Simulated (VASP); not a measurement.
Write the native input for VASP 6.6.1 that does the following.

```yaml
Task: relaxation of cell and atoms
Functional: PBEsol
Potentials_or_basis: VASP PAW PBE potentials, release 64 (La)
Cutoff: 500 eV
k_mesh: 6 × 6 × 6
Occupations: methfessel-paxton, width 0.1 eV
Spin: no spin polarisation
Target_pressure: 10 GPa
Dipole_correction: no
Further_INCAR_settings: ALGO = Normal; EDIFF = 1e-07; IBRION = 2; EDIFFG = -0.03; NSW = 80; ISIF = 3
```

The structure of La lies in POSCAR:

```
La
1.0
   -2.1050000000      2.1050000000      2.1050000000
    2.1050000000     -2.1050000000      2.1050000000
    2.1050000000      2.1050000000     -2.1050000000
La
1
Direct
    0.0000000000      0.0000000000      0.0000000000
```

This isn't the form of La at room conditions, which is double hcp.

These files were run (other wordings do the same):

INCAR

```
SYSTEM = La
PREC = Accurate ; ENCUT = 500
EDIFF = 1E-7 ; ISMEAR = 1
SIGMA = 0.1 ; LREAL = .False.
LASPH = .True. ; NELM = 200
ALGO = Normal ; ISIF = 3
LWAVE = .False. ; LCHARG = .False.
GGA = PS ; IBRION = 2
NSW = 80 ; EDIFFG = -0.03
PSTRESS = 100.0 ; GGA_COMPAT = .False.
NELMIN = 4 ; LMAXMIX = 6
```

KPOINTS

```
Automatic mesh
0
Gamma
  6 6 6
  0 0 0
```

Potentials or basis: VASP PAW PBE potentials, release 64 (La).

Run with:

```bash
$ cat potpaw_PBE.64/La/POTCAR > POTCAR
$ mpirun -np 1 vasp_std > vasp.out
```

Results of the run:

- Relaxed volume: 26.87 Å³/atom
- Relaxed cell: a = 3.268 Å, b = 3.268 Å, c = 3.268 Å, α = 109.47°, β = 109.47°, γ = 109.47°
- Space group after relaxing (to 0.1 Å): Im-3m (No. 229)
- Energy change on relaxing (the run minimises the enthalpy): +209.7 meV/atom
- Ionic steps: 14
- Pressure after relaxing: 9.8 GPa
- Band gap on the k mesh: zero (an odd number of electrons rules out a gap without spin polarisation)

Caveat: the cell is relaxed towards a set pressure, so the run minimises the enthalpy, not the energy; the volume moved by over 15 % at a fixed basis, so the end points are rough; the PAW data sets were made with another functional, which shifts forces and pressure a little; spin-orbit coupling is left out, which moves the levels of the heavy elements.

Run time: 60 s on 1 thread of AMD EPYC 7R13 Processor (Zen 3), on a shared host, peak memory 0.14 GiB.
